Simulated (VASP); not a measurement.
Set up this calculation in VASP 6.6.1, as the native input.

```yaml
Task: single point
Functional: PBEsol
Potentials_or_basis: VASP PAW PBE potentials, release 64 (Ta_sv_GW, N)
Cutoff: 700 eV
k_mesh: 12 × 12 × 12
Occupations: gaussian, width 0.1 eV
Spin: no spin polarisation
Dipole_correction: no
Further_INCAR_settings: ALGO = Normal; EDIFF = 1e-06; NBANDS = 36
```

The structure of TaN lies in POSCAR:

```
TaN
1.0
    5.2149669717      0.0000000000      0.0000000000
   -2.6074834859      4.5162938774      0.0000000000
    0.0000000000      0.0000000000      2.8091173592
Ta N
3 3
Direct
    0.3333333331      0.6666666693      0.5000000000
    0.6666666693      0.3333333331      0.5000000000
   -0.0000000014     -0.0000000014      0.0000000000
    0.3919428975      0.0000000030      0.0000000000
    0.6080570986      0.6080570986      0.0000000000
    0.0000000030      0.3919428975      0.0000000000
```

This cell differs from its parent crystal: uniaxial strain along c: -3.0 %, then relaxed in part.

One way to write it, as run:

INCAR

```
PREC = Accurate ; ENCUT = 700
EDIFF = 1E-6 ; ISMEAR = 0
SIGMA = 0.1 ; LREAL = False
LASPH = True ; NELM = 120
ALGO = Normal ; ISIF = 2
LWAVE = False ; LCHARG = True
GGA = PS ; LELF = True
LVHAR = True ; NBANDS = 36
GGA_COMPAT = False
```

KPOINTS

```
Automatic mesh
0
Gamma
  12 12 12
```

Potentials or basis: VASP PAW PBE potentials, release 64 (Ta_sv_GW, N).

Command:

```bash
$ cat potpaw_PBE.64/Ta_sv_GW/POTCAR potpaw_PBE.64/N/POTCAR > POTCAR
$ mpirun -np 1 vasp_std > vasp.out
```

It gave:

```
Pressure               : 6.9 GPa
Band gap on the k mesh : zero (bands 27 and 28 overlap by 3.13 eV)
```

Caveat: the cell differs from its parent crystal (uniaxial strain along c: -3.0 %, then relaxed in part); the stress differs along the axes, from 0 to 20 GPa; the PAW data sets were made with another functional, which shifts forces and pressure a little; spin-orbit coupling is left out, which moves the levels of the heavy elements.

Wall time 9.5 min on 1 thread of Intel(R) Xeon(R) Platinum 8259CL CPU @ 2.50GHz (Skylake/Cascade Lake) (shared host), peak memory 0.53 GiB.
